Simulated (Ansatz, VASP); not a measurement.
## HfN: VASP beside Ansatz

```xyz
2
Lattice="0.0000 2.2129 2.2129 2.2129 0.0000 2.2129 2.2129 2.2129 0.0000" Properties=species:S:1:pos:R:3 pbc="T T T"
Hf    0.0000    0.0000    0.0000
N     2.2129    2.2129    2.2129
```

Change from the starting cell: volume scaled by 0.94, crystal datasets.

Alike in both runs: task electric field gradients; functional LDA; k mesh 10 × 10 × 10; occupations fermi-dirac, width 0.03 eV; no spin polarisation.

|  | VASP | Ansatz |
| --- | --- | --- |
| version | VASP 6.6.1 | Ansatz 0.2.0 |
| potentials or method | VASP PAW LDA potentials, release 64 (Hf_pv, N), cutoff 520 eV | all-electron PAW with datasets made for the crystal, scalar-relativistic |

Ansatz gave:

* pressure (GPa): 9.3

**Question.** What did VASP give for the same quantities?

**Answer.** Pressure (GPa): 8.0.

LDA's correlation is that of Perdew and Zunger in VASP and of Perdew and Wang (1992) in Ansatz. Ansatz ran all-electron here, and VASP with PAW potentials.

Spin-orbit coupling is off throughout.
